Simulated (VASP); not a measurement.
A run of VASP 6.6.1 is set up as follows.

INCAR

```
  ALGO = Normal
  EDIFF = 1E-7
  ENCUT = 520
  GGA = PE
  ISIF = 2
  ISMEAR = 0
  LASPH = True
  LCHARG = False
  LREAL = False
  LWAVE = False
  NBANDS = 9
  NELM = 100
  PREC = Accurate
  SIGMA = 0.1
```

The input KPOINTS:

```
k-points
0
Gamma
  15 15 15
```

The input POSCAR:

```
Te
1.0
    2.2495690043      1.2987892702      1.8672350490
   -2.2495690043      1.2987892702      1.8672350490
    0.0000000000     -2.5975785404      1.8672350490
Te
1
Direct
    0.5000000000      0.5000000000      0.5000000000
```

Potentials or basis: VASP PAW PBE potentials, release 64 (Te).

The run is started by

```console
$ cat potpaw_PBE.64/Te/POTCAR > POTCAR
$ mpirun -np 1 vasp_std > vasp.out
```

Question: Estimate the band gap on the k mesh.

Answer: Zero (band 3 reaches 8.92 eV, above the bottom of band 4 at 3.53 eV).

Question: What does it give for the pressure?

Answer: -0.1 GPa.

Caveat: spin-orbit coupling is left out, which moves the levels of the heavy elements.
